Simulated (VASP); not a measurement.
# HgS6 (Pm-3m) in VASP: a series of runs, part 2 of 2

VASP 6.6.1. The steps go on from the part before.

## 3. Relaxation of cell and atoms, PBE

This run uses another cell than the first one, of 35.57 Å³/atom, 1.003 times its volume.

INCAR

```
PREC = Accurate
ENCUT = 600
EDIFF = 1E-6
ISMEAR = 0
SIGMA = 0.1
LREAL = False
LASPH = True
NELM = 100
ALGO = Normal
ISIF = 3
LWAVE = False
LCHARG = False
GGA = PE
IBRION = 2
NSW = 100
EDIFFG = -0.01
```

KPOINTS

```
regular mesh
0
Gamma
  6 6 6
```

POSCAR

```
HgS6
1.0
    6.2911249610      0.0000000000      0.0000000000
    0.0000000000      6.2911249610      0.0000000000
    0.0000000000      0.0000000000      6.2911249610
Hg S
1 6
Direct
    0.0000000000      0.0000000000      0.0000000000
    0.8469474942      0.5000000000      0.5000000000
    0.1530525058      0.5000000000      0.5000000000
    0.5000000000      0.5000000000      0.8469474942
    0.5000000000      0.5000000000      0.1530525058
    0.5000000000      0.1530525058      0.5000000000
    0.5000000000      0.8469474942      0.5000000000
```

Potentials or basis: VASP PAW PBE potentials, release 64 (Hg, S).

Launch:

```console
> cat potpaw_PBE.64/Hg/POTCAR potpaw_PBE.64/S/POTCAR > POTCAR
> mpirun -np 1 vasp_std > vasp.out
```

OUTCAR:

```text
PREC = Accurate
   ENCUT = 600
   EDIFF = 1E-6
   ISMEAR = 0
   LREAL = False
   LASPH = True
   NELM = 100
   ISIF = 3
   GGA = PE
   IBRION = 2
   NSW = 100
   EDIFFG = -0.01

 ion  position               nearest neighbor table
   1  0.000  0.000  0.000-
   2  0.847  0.500  0.500-   3 1.93
   3  0.153  0.500  0.500-   2 1.93
   4  0.500  0.500  0.847-   5 1.93
   5  0.500  0.500  0.153-   4 1.93
   6  0.500  0.153  0.500-   7 1.93
   7  0.500  0.847  0.500-   6 1.93

  LATTYP: Found a simple cubic cell.
 ALAT       =     6.2911249610

  Lattice vectors:

 A1 = (   6.2911249610,   0.0000000000,   0.0000000000)
 A2 = (   0.0000000000,   6.2911249610,   0.0000000000)
 A3 = (   0.0000000000,   0.0000000000,   6.2911249610)

Analysis of symmetry for initial positions (statically):
=====================================================================
 Subroutine PRICEL returns:
 Original cell was already a primitive cell.

 Routine SETGRP: Setting up the symmetry group for a
 simple cubic supercell.

 Subroutine GETGRP returns: Found 48 space group operations
 (whereof 48 operations were pure point group operations)
 out of a pool of 48 trial point group operations.

The static configuration has the point symmetry O_h .

Analysis of symmetry for dynamics (positions and initial velocities):
=====================================================================
 Subroutine PRICEL returns:
 Original cell was already a primitive cell.

 Routine SETGRP: Setting up the symmetry group for a
 simple cubic supercell.

 Subroutine GETGRP returns: Found 48 space group operations
 (whereof 48 operations were pure point group operations)
 out of a pool of 48 trial point group operations.

The dynamic configuration has the point symmetry O_h .

 Subroutine INISYM returns: Found 48 space group operations
 (whereof 48 operations are pure point group operations),
 and found     1 'primitive' translations

----------------------------------------------------------------------------------------

                                     Primitive cell

  volume of cell :     248.9917

  direct lattice vectors                    reciprocal lattice vectors
     6.291124961  0.000000000  0.000000000     0.158954083  0.000000000  0.000000000
     0.000000000  6.291124961  0.000000000     0.000000000  0.158954083  0.000000000
     0.000000000  0.000000000  6.291124961     0.000000000  0.000000000  0.158954083

  length of vectors
     6.291124961  6.291124961  6.291124961     0.158954083  0.158954083  0.158954083

  position of ions in fractional coordinates (direct lattice)
     0.000000000  0.000000000  0.000000000
     0.846947494  0.500000000  0.500000000
     0.153052506  0.500000000  0.500000000
     0.500000000  0.500000000  0.846947494
     0.500000000  0.500000000  0.153052506
     0.500000000  0.153052506  0.500000000
     0.500000000  0.846947494  0.500000000

  ion indices of the primitive-cell ions
   primitive index   ion index
                 1           1
                 2           2
                 3           3
                 4           4
                 5           5
                 6           6
                 7           7

----------------------------------------------------------------------------------------

 KPOINTS: regular mesh

Automatic generation of k-mesh.
 Grid dimensions read from file:
 generate k-points for:    6    6    6

 Generating k-lattice:

  Cartesian coordinates                     Fractional coordinates (reciprocal lattice)
     0.026492347  0.000000000  0.000000000     0.166666667  0.000000000  0.000000000
     0.000000000  0.026492347  0.000000000     0.000000000  0.166666667  0.000000000
     0.000000000  0.000000000  0.026492347     0.000000000  0.000000000  0.166666667

  Length of vectors
     0.026492347  0.026492347  0.026492347

  Shift w.r.t. Gamma in fractional coordinates (k-lattice)
     0.000000000  0.000000000  0.000000000

 Subroutine IBZKPT returns following result:
 ===========================================

 Found     20 irreducible k-points:

 Following reciprocal coordinates:
            Coordinates               Weight
  0.000000  0.000000  0.000000      1.000000
  0.166667  0.000000  0.000000      6.000000
  0.333333  0.000000  0.000000      6.000000
  0.500000  0.000000  0.000000      3.000000
  0.166667  0.166667  0.000000     12.000000
  0.333333  0.166667  0.000000     24.000000
[... 12 lines left out ...]
  0.500000  0.500000  0.333333      6.000000
  0.500000  0.500000  0.500000      1.000000
   k-points           NKPTS =     20   k-points in BZ     NKDIM =     20   number of bands    NBANDS=     28
   number of dos      NEDOS =    301   number of ions     NIONS =      7
   total plane-waves  NPLWV = 125000
   dimension x,y,z NGX =    50 NGY =   50 NGZ =   50
   dimension x,y,z NGXF=   100 NGYF=  100 NGZF=  100
   ions per type =               1   6
   NGX,Y,Z   is equivalent  to a cutoff of  13.21, 13.21, 13.21 a.u.
   NGXF,Y,Z  is equivalent  to a cutoff of  26.43, 26.43, 26.43 a.u.
 SYSTEM =  unknown system
   PREC   = accura    normal or accurate (medium, high low for compatibility)
   ISTART =      0    job   : 0-new  1-cont  2-samecut
   ICHARG =      2    charge: 1-file 2-atom 10-const
   ISPIN  =      1    spin polarized calculation?
   LNONCOLLINEAR =      F non collinear calculations
   LSORBIT =      F    spin-orbit coupling
   LASPH  =      T    aspherical Exc in radial PAW
   ENCUT  =  600.0 eV  44.10 Ry    6.64 a.u.  12.56 12.56 12.56*2*pi/ulx,y,z
   NELM   =    100;   NELMIN=  2; NELMDL= -5     # of ELM steps
   EDIFF  = 0.1E-05   stopping-criterion for ELM
   LREAL  =      F    real-space projection
   EDIFFG = -.1E-01   stopping-criterion for IOM
   NSW    =    100    number of steps for IOM
   IBRION =      2    ionic relax: 0-MD 1-quasi-New 2-CG
   NFREE  =      1    steps in history (QN), initial steepest desc. (CG)
   ISIF   =      3    stress and relaxation
   ISYM   =      2    0-nonsym 1-usesym 2-fastsym
   POTIM  = 0.5000    time-step for ionic-motion
   TEBEG  =    0.0;   TEEND  =   0.0 temperature during run
   PSTRESS=    0.0 pullay stress
   NELECT =      48.0000    total number of electrons
   NUPDOWN=      -1.0000    fix difference up-down
   EMIN   =  10.00;   EMAX   =-10.00  energy-range for DOS
[... 5 lines left out ...]
     AMIX     =   0.40;   BMIX     =  1.00
     AMIX_MAG =   1.60;   BMIX_MAG =  1.00
  volume/ion in A,a.u.               =      35.57       240.04
  Fermi-wavevector in a.u.,A,eV,Ry     =   0.945715  1.787142 12.168735  0.894377
  Thomas-Fermi vector in A             =   2.073643
   LORBIT       =      0    0 simple, 1 ext, 2 COOP (PROOUT), +10 PAW based schemes
   GGA     = PE    functional components
   LHFCALC =     F    Hartree Fock is set to
   AEXX    =    0.0000 exact exchange contribution
   IVDW    =     0    specifies the selected vdW correction
   LEPSILON=     F    determine dielectric tensor
   LRPA    =     F    only Hartree local field effects (RPA)
 conjugate gradient relaxation of ions
 non-spin polarized calculation
 Gauss-broadening in eV      SIGMA  =   0.10
  energy-cutoff  :      600.00
  volume of cell :      248.99
 maximum number of plane-waves:      8340
   NGX = 25   NGY = 25   NGZ = 25

--------------------------------------- Ionic step        1  -------------------------------------------

 number of electron      48.0000001 magnetization

 Free energy of the ion-electron system (eV)
  ---------------------------------------------------
  ext. energy  EPLUGINS =         0.00000000
  ---------------------------------------------------
  free energy    TOTEN  =       -22.06589279 eV

  energy without entropy =      -22.00611226  energy(sigma->0) =      -22.03600253

------------------------ aborting loop because EDIFF is reached ----------------------------------------

  FORCE on cell =-STRESS in cart. coord.  units (eV):
  Direction    XX          YY          ZZ          XY          YZ          ZX
  --------------------------------------------------------------------------------------
  -------------------------------------------------------------------------------------
  Total       -0.5677145     -0.5677145     -0.5677145      0.0000000     -0.0000000      0.0000000
  in kB       -3.6530501     -3.6530501     -3.6530501      0.0000000     -0.0000000      0.0000000
  external PRESSURE =      -3.6530501 kB  Pullay stress =       0.0000000 kB
[... 67 lines left out ...]
  energy  without entropy=      -21.9923077216  energy(sigma->0) =      -22.02281545

--------------------------------------- Ionic step        3  -------------------------------------------

 number of electron      48.0000003 magnetization

 Free energy of the ion-electron system (eV)
  ---------------------------------------------------
  ext. energy  EPLUGINS =         0.00000000
  ---------------------------------------------------
  free energy    TOTEN  =       -22.07066128 eV

  energy without entropy =      -22.01033664  energy(sigma->0) =      -22.04049896

 E-fermi :   0.2373     XC(G=0):  -7.1193

 val. band max:        0.2327912099   @ k =   0.5000   0.3333   0.3333
 cond. band min:       0.2401946618   @ k =   0.5000   0.5000   0.3333
 fundamental gap:      0.0074034520
 Fermi energy:         0.2372529463

 k-point     1 :       0.0000    0.0000    0.0000
  band No.  band energies     occupation
      1     -15.7869      2.00000
      2     -15.2249      2.00000
      3     -15.2249      2.00000
      4     -10.2566      2.00000
      5     -10.2566      2.00000
      6     -10.2566      2.00000
[... 643 lines left out ...]
  FREE ENERGIE OF THE ION-ELECTRON SYSTEM (eV)
  ---------------------------------------------------
  free  energy   TOTEN  =       -22.0706612772 eV

  energy  without entropy=      -22.0103366421  energy(sigma->0) =      -22.04049896

 reached required accuracy - stopping structural energy minimisation
```

It took 4.6 min on 1 thread of AMD EPYC 7R43 (Zen 3), shared host; peak memory 0.41 GiB.

What came out:

* Free energy: -22.0707 eV
* Relaxed volume: 35.42 Å³/atom
* Relaxed cell: a = 6.282 Å, b = 6.282 Å, c = 6.282 Å, α = 90.00°, β = 90.00°, γ = 90.00°
* Space group after relaxing (to 0.05 Å): Pm-3m (No. 221)
* Energy gained by relaxing: 0.7 meV/atom
* Ionic steps: 3
* Pressure after relaxing: 0.0 GPa
* Band gap on the k mesh: zero (band 24 reaches 0.26 eV, above the bottom of band 25 at 0.25 eV)

Step by step:
```tsv
step	energy change (eV)	largest force (eV/Å)	pressure (GPa)	volume (Å³)
1	0.0000	0.2640	-0.37	248.99
2	0.0126	0.5409	0.73	246.08
3	-0.0048	0.0001	0.00	247.97
```

Final structure:
```
Hg S
1.0
     6.28248    0.00000    0.00000
     0.00000    6.28248    0.00000
     0.00000    0.00000    6.28248
Hg S
1 6
Direct
  0.00000 0.00000 0.00000
  0.84765 0.50000 0.50000
  0.15235 0.50000 0.50000
  0.50000 0.50000 0.84765
  0.50000 0.50000 0.15235
  0.50000 0.15235 0.50000
  0.50000 0.84765 0.50000
```

Levels at points of the mesh, in eV from the Fermi level:
```csv
k point,band 21,band 22,band 23,band 24,band 25,band 26,band 27,band 28
"(0.00, 0.00, 0.00)",-1.80,-1.80,-1.80,-1.72,1.54,1.54,1.54,3.95
"(0.50, 0.00, 0.00)",-1.79,-1.43,-0.25,-0.25,0.02,0.02,1.54,2.91
"(0.50, 0.50, 0.00)",-1.45,-0.66,0.02,0.02,0.07,0.07,0.20,2.55
"(0.50, 0.50, 0.50)",-1.58,0.01,0.01,0.01,0.16,0.16,0.16,1.22
```

Caveat: spin-orbit coupling is left out, which moves the levels of the heavy elements.

## 4. Single point, PBE

This run uses another cell than the first one, of 23.53 Å³/atom, 0.663 times its volume.

INCAR

```
PREC = Accurate ; ENCUT = 520
EDIFF = 1E-6 ; ISMEAR = 0
SIGMA = 0.1 ; LREAL = False
LASPH = True ; NELM = 100
ALGO = Normal ; ISIF = 2
LWAVE = False ; LCHARG = False
GGA = PE ; NBANDS = 33
```

KPOINTS

```
regular mesh
0
Gamma
  4 4 4
```

POSCAR

```
HgS6
1.0
    5.4814218500      0.0000000000      0.0000000000
    0.0000000000      5.4814218500      0.0000000000
    0.0000000000      0.0000000000      5.4814218500
Hg S
1 6
Direct
    0.0000000000      0.0000000000      0.0000000000
    0.8011341100      0.5000000000      0.5000000000
    0.1988658900      0.5000000000      0.5000000000
    0.5000000000      0.5000000000      0.8011341100
    0.5000000000      0.5000000000      0.1988658900
    0.5000000000      0.1988658900      0.5000000000
    0.5000000000      0.8011341100      0.5000000000
```

Potentials or basis: VASP PAW PBE potentials, release 64 (Hg, S).

Launch:

```console
> cat potpaw_PBE.64/Hg/POTCAR potpaw_PBE.64/S/POTCAR > POTCAR
> mpirun -np 1 vasp_std > vasp.out
```

OUTCAR:

```text
PREC = Accurate
   ENCUT = 520
   EDIFF = 1E-6
   ISMEAR = 0
   LREAL = False
   LASPH = True
   NELM = 100
   ISIF = 2
   GGA = PE

 ion  position               nearest neighbor table
   1  0.000  0.000  0.000-
   2  0.801  0.500  0.500-   3 2.18   4 2.33   5 2.33   6 2.33   7 2.33
   3  0.199  0.500  0.500-   2 2.18   4 2.33   5 2.33   6 2.33   7 2.33
   4  0.500  0.500  0.801-   5 2.18   3 2.33   2 2.33   6 2.33   7 2.33
   5  0.500  0.500  0.199-   4 2.18   3 2.33   2 2.33   6 2.33   7 2.33
   6  0.500  0.199  0.500-   7 2.18   3 2.33   4 2.33   5 2.33   2 2.33
   7  0.500  0.801  0.500-   6 2.18   3 2.33   4 2.33   5 2.33   2 2.33
[... 553 lines left out ...]
  Total       15.4897756     15.4897756     15.4897756      0.0000000      0.0000000      0.0000000
  in kB      150.6870841    150.6870841    150.6870841      0.0000000      0.0000000      0.0000000
  external PRESSURE =     150.6870841 kB  Pullay stress =       0.0000000 kB

 VOLUME and BASIS-vectors are now :
 -----------------------------------------------------------------------------
  energy-cutoff  :      520.00
  volume of cell :      164.69
      direct lattice vectors                 reciprocal lattice vectors
     5.481421850  0.000000000  0.000000000     0.182434417  0.000000000  0.000000000
     0.000000000  5.481421850  0.000000000     0.000000000  0.182434417  0.000000000
     0.000000000  0.000000000  5.481421850     0.000000000  0.000000000  0.182434417

 POSITION                                       TOTAL-FORCE (eV/Angst)
 -----------------------------------------------------------------------------------
      0.00000      0.00000      0.00000        -0.000000      0.000000      0.000000
      4.39135      2.74071      2.74071         4.188642      0.000000     -0.000000
      1.09007      2.74071      2.74071        -4.188642      0.000000      0.000000
      2.74071      2.74071      4.39135        -0.000000      0.000000      4.188642
      2.74071      2.74071      1.09007        -0.000000      0.000000     -4.188642
      2.74071      1.09007      2.74071        -0.000000     -4.188642     -0.000000
      2.74071      4.39135      2.74071        -0.000000      4.188642      0.000000
 -----------------------------------------------------------------------------------
    total drift:                               -0.000000     -0.000000     -0.000000

  FREE ENERGIE OF THE ION-ELECTRON SYSTEM (eV)
  ---------------------------------------------------
  free  energy   TOTEN  =       -17.0747533575 eV

  energy  without entropy=      -17.0551610037  energy(sigma->0) =      -17.06495718
```

stdout:

```text
POSCAR found type information on POSCAR HgS
 POSCAR found :  2 types and       7 ions
 scaLAPACK will be used
 LDA part: xc-table for (Slater+PW92), standard interpolation
 POSCAR, INCAR and KPOINTS ok, starting setup
 FFT: planning ... GRIDC
 FFT: planning ... GRID_SOFT
 FFT: planning ... GRID
 WAVECAR not read
 entering main loop
```

Wall time 41 s (1 thread of AMD EPYC 7R43 (Zen 3), shared host); peak memory 0.23 GiB.

Results:

```yaml
Free_energy: -17.0748 eV
Pressure: 15.1 GPa
Largest_force: 4.189 eV/Å
Band_gap_on_the_k_mesh: zero (band 24 reaches 3.79 eV, above the bottom of band 25 at 2.92 eV)
```

Forces in eV/Å, atoms in the order of the input:
```
Hg   0.000  0.000  0.000
S    4.189  0.000  0.000
S   -4.189  0.000  0.000
S    0.000  0.000  4.189
S    0.000  0.000 -4.189
S    0.000 -4.189  0.000
S    0.000  4.189  0.000
```

Caveat: spin-orbit coupling is left out, which moves the levels of the heavy elements; forces of over 1 eV/Å act on the atoms, so gaps and moduli don't describe the material at rest.

## 5. The runs side by side

| task | cell | k mesh | cutoff (eV) | gap on the mesh (eV) | pressure (GPa) | largest force (eV/Å) |
| --- | --- | --- | --- | --- | --- | --- |
| single point | a = 6.285 Å, 7 atoms | 6 × 6 × 6 | 520 | none | -0.3 | 0.23 |
| relaxation of cell and atoms | relaxed from a = 6.291 Å, 7 atoms | 6 × 6 × 6 | 600 | none | 0.0 | - |
| single point | a = 5.481 Å, 7 atoms | 4 × 4 × 4 | 520 | none | 15.1 | 4.19 |

Alike in all rows: level PBE; potentials or basis VASP PAW PBE potentials, release 64 (Hg, S); no spin polarisation; smearing gaussian 0.1 eV.

Caveats: spin-orbit coupling is left out, which moves the levels of the heavy elements; forces of over 1 eV/Å act on the atoms, so gaps and moduli don't describe the material at rest (some runs).

Absolute energies hang on the potentials; compare differences alone.
